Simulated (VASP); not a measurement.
Wanted: the native input for a VASP 6.6.1 run.

- Task: single point
- Functional: r2SCAN
- Potentials or basis: VASP PAW PBE potentials, release 64 (Ga_d, N)
- Cutoff: 770 eV
- k mesh: 2 × 2 × 2, shifted
- Occupations: fermi-dirac, width 0.01 eV
- Spin: no spin polarisation
- Dipole correction: no
- Further INCAR settings: ALGO = Normal; EDIFF = 1e-06; NBANDS = 26; ISYM = -1

GaN:

```
Ga N
1.0
     3.21862    0.00000    0.00000
    -1.60931    2.78741    0.00000
     0.00000    0.00000    5.24353
Ga N
2 2
Cartesian
  1.6191 0.9232 2.6147
  -0.0100 1.8638 5.2365
  1.6021 0.9335 4.5951
  0.0074 1.8542 1.9734
```

The input as run:

POSCAR

```
GaN
1.0
    3.2186213444      0.0000000003      0.0000000000
   -1.6093106744      2.7874078503      0.0000000000
    0.0000000000      0.0000000000      5.2435339950
Ga N
2 2
Direct
    0.6686631883      0.3312146125      0.4986561764
    0.3312146125      0.6686631883      0.9986561764
    0.6652205912      0.3349016080      0.8763438236
    0.3349016080      0.6652205912      0.3763438236
```

INCAR.step1

```
SYSTEM = GaN
PREC = Accurate
ENCUT = 770
ISMEAR = -1
SIGMA = 0.01
LREAL = .False.
LASPH = .True.
NELM = 120
NBANDS = 26
GGA = PE
ALGO = Normal
EDIFF = 1E-5
LWAVE = .True.
LCHARG = .False.
GGA_COMPAT = .False.
ISYM = -1
```

INCAR.step2

```
SYSTEM = GaN
PREC = Accurate
ENCUT = 770
EDIFF = 1E-6
ISMEAR = -1
SIGMA = 0.01
LREAL = .False.
LASPH = .True.
NELM = 120
ALGO = Normal
ISIF = 2
LWAVE = .False.
LCHARG = .True.
METAGGA = R2SCAN
LMIXTAU = .True.
LELF = .True.
LVHAR = .True.
NBANDS = 26
ISTART = 1
GGA_COMPAT = .False.
ISYM = -1
```

KPOINTS

```
explicit points
8
Reciprocal
  0.12500000   0.12500000   0.12500000 1
  0.12500000   0.12500000   0.62500000 1
  0.12500000   0.62500000   0.12500000 1
  0.12500000   0.62500000   0.62500000 1
  0.62500000   0.12500000   0.12500000 1
  0.62500000   0.12500000   0.62500000 1
  0.62500000   0.62500000   0.12500000 1
  0.62500000   0.62500000   0.62500000 1
```

Potentials or basis: VASP PAW PBE potentials, release 64 (Ga_d, N).

Launch:

```console
$ cat potpaw_PBE.64/Ga_d/POTCAR potpaw_PBE.64/N/POTCAR > POTCAR
$ cp INCAR.step1 INCAR
$ mpirun -np 1 vasp_std > vasp.out
$ cp INCAR.step2 INCAR
$ mpirun -np 1 vasp_std > vasp.out
```

It gave:

* Pressure: -5.9 GPa
* Largest force: 0.010 eV/Å
* Band gap on the k mesh: 4.99 eV

Caveat: the cell stands under tension; the PAW data sets were made with another functional, which shifts forces and pressure a little; a shifted mesh leaves out Γ, where band edges can lie.

Run time: 81 s on 1 thread of Intel(R) Xeon(R) Platinum 8488C (Sapphire Rapids), with other jobs on the host, peak memory 0.21 GiB.
